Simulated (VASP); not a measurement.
Set up this calculation in VASP 6.6.1, as the native input.

| Item | Value |
| --- | --- |
| Task | single point |
| Functional | r2SCAN |
| Potentials or basis | VASP PAW PBE potentials, release 64 (Sn_d, O) |
| Cutoff | 520 eV |
| k mesh | 6 × 6 × 8 |
| Occupations | gaussian, width 0.05 eV |
| Spin | no spin polarisation |
| Dipole correction | no |
| Further INCAR settings | ALGO = Normal; EDIFF = 1e-06; NBANDS = 35 |

The system is SnO2.

```xyz
6
Lattice="4.6174 0.0000 0.0000 0.0000 4.6174 0.0000 0.0000 0.0000 3.2006" Properties=species:S:1:pos:R:3 pbc="T T T"
Sn    0.0000    0.0000    0.0000
Sn    2.3087    2.3087    1.6003
O     1.4124    1.4124    0.0000
O     0.8963    3.7211    1.6003
O     3.2050    3.2050    0.0000
O     3.7211    0.8963    1.6003
```

This cell differs from its parent crystal: strain -0.0300 x Voigt [1, 1, 0, 0, 0, 0].

One way to write it, as run:

POSCAR

```
SnO2
1.0
    4.6174099830      0.0000000000      0.0000000000
    0.0000000000      4.6174099830      0.0000000000
    0.0000000000      0.0000000000      3.2005650988
Sn O
2 4
Direct
    0.0000000000      0.0000000000      0.0000000000
    0.5000000000      0.5000000000      0.5000000000
    0.3058934984      0.3058934984      0.0000000000
    0.1941065016      0.8058934984      0.5000000000
    0.6941065016      0.6941065016      0.0000000000
    0.8058934984      0.1941065016      0.5000000000
```

INCAR.step1

```
PREC     = Accurate       # precision mode
ENCUT    = 520            # plane-wave cutoff, eV
ISMEAR   = 0              # smearing method
SIGMA    = 0.05           # smearing width, eV
LREAL    = False          # projectors in reciprocal space
LASPH    = True           # aspherical terms in the spheres
NELM     = 100            # most SCF steps
NBANDS   = 35             # bands
GGA      = PE             # functional
ALGO     = Normal         # electronic algorithm
EDIFF    = 1E-4           # SCF threshold, eV
LWAVE    = True           # write WAVECAR
LCHARG   = False          # write CHGCAR
```

INCAR.step2

```
PREC     = Accurate       # precision mode
ENCUT    = 520            # plane-wave cutoff, eV
EDIFF    = 1E-6           # SCF threshold, eV
ISMEAR   = 0              # smearing method
SIGMA    = 0.05           # smearing width, eV
LREAL    = False          # projectors in reciprocal space
LASPH    = True           # aspherical terms in the spheres
NELM     = 100            # most SCF steps
ALGO     = Normal         # electronic algorithm
ISIF     = 2              # what is computed and relaxed
LWAVE    = False          # write WAVECAR
LCHARG   = True           # write CHGCAR
METAGGA  = R2SCAN         # meta-GGA
LMIXTAU  = True         
LELF     = True           # ELF
LVHAR    = True         
NBANDS   = 35             # bands
ISTART   = 1
```

KPOINTS

```
regular mesh
0
Gamma
  6 6 8
```

Potentials or basis: VASP PAW PBE potentials, release 64 (Sn_d, O).

The run is started by

```console
$ cat potpaw_PBE.64/Sn_d/POTCAR potpaw_PBE.64/O/POTCAR > POTCAR
$ cp INCAR.step1 INCAR
$ mpirun -np 1 vasp_std > vasp.out
$ cp INCAR.step2 INCAR
$ mpirun -np 1 vasp_std > vasp.out
```

It gave:

```
Pressure               : 15.3 GPa
Largest force          : 0.036 eV/Å
Band gap on the k mesh : 2.47 eV
```

Caveat: the cell differs from its parent crystal (strain -0.0300 x Voigt [1, 1, 0, 0, 0, 0]); the cell stands under pressure; the PAW data sets were made with another functional, which shifts forces and pressure a little; spin-orbit coupling is left out, which moves the levels of the heavy elements.

Wall time 2.5 min on 1 thread of Intel(R) Xeon(R) 6975P-C (Granite Rapids), with other jobs on the host, peak memory 0.24 GiB.
